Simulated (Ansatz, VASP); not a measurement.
# Al: VASP beside Ansatz

Contents of INCAR:

```
SYSTEM = Al
ALGO = Normal ; EDIFF = 1E-6
ENCUT = 520 ; GGA = CA
ISIF = 2 ; ISMEAR = -1
LASPH = .True. ; LCHARG = .False.
LREAL = .False. ; LWAVE = .False.
NBANDS = 10 ; NELM = 60
PREC = Accurate ; SIGMA = 0.1
```

KPOINTS

```
k-points
0
Gamma
  18 18 12
  0 0 0
```

POSCAR

```
Al
1.0
   -3.1177802488      2.7317257121      1.2961257338
    2.7317257121     -3.1177802488      1.2961257338
    2.2655422105      2.2655422105     -2.0031853248
Al
2
Direct
    0.9895142962      0.0104857038      0.0000000000
    0.7604857038      0.2395142962      0.5000000000
```

Input for Ansatz:

```yaml
crystal:
  lattice:
    - [-3.1177802488, 2.7317257121, 1.2961257338]
    - [2.7317257121, -3.1177802488, 1.2961257338]
    - [2.2655422105, 2.2655422105, -2.0031853248]
  atoms:
    - { symbol: Al, position: [0.9895142962, 0.0104857038, 0.0] }
    - { symbol: Al, position: [0.7604857038, 0.2395142962, 0.5] }
hamiltonian:
  xc: lda
  pseudopotentials:
    kind: paw
    azcp:
      Al: "pseudopotentials/Al.paw.azcp"
basis:
  ecutwfc: 420
  fft_grid_basis: typed
kpoints:
  mp_grid: { grid: [18, 18, 12], shift: [0, 0, 0] }
magnetization:
  spin_polarized: false
scf:
  occupations: { method: fermi_dirac, width: 0.1 }
  lower_state_search: "off"
output:
  stress: true
  write_density: true
  write_potential: true
  elf: true
  volumetric_format: npy
```

Alike in both runs: task single point; functional LDA; k mesh 18 × 18 × 12; occupations fermi-dirac, width 0.1 eV; no spin polarisation.

|  | VASP | Ansatz |
| --- | --- | --- |
| version | VASP 6.6.1 | Ansatz 0.2.0 |
| potentials or method | VASP PAW LDA potentials, release 64 (Al), cutoff 520 eV | plane waves (420 eV) with PAW, scalar-relativistic |
| valence electrons in the cell | 6 | 6 |

```csv
,VASP,Ansatz,Ansatz less VASP
pressure (GPa),13.0,12.9,-0.17
"traceless stress, the component that is largest in VASP (GPa)",-0.49,-0.48,+0.007
```

Ansatz warns that its potentials were made for another functional, while VASP's fit it. LDA's correlation is that of Perdew and Zunger in VASP and of Perdew and Wang (1992) in Ansatz.
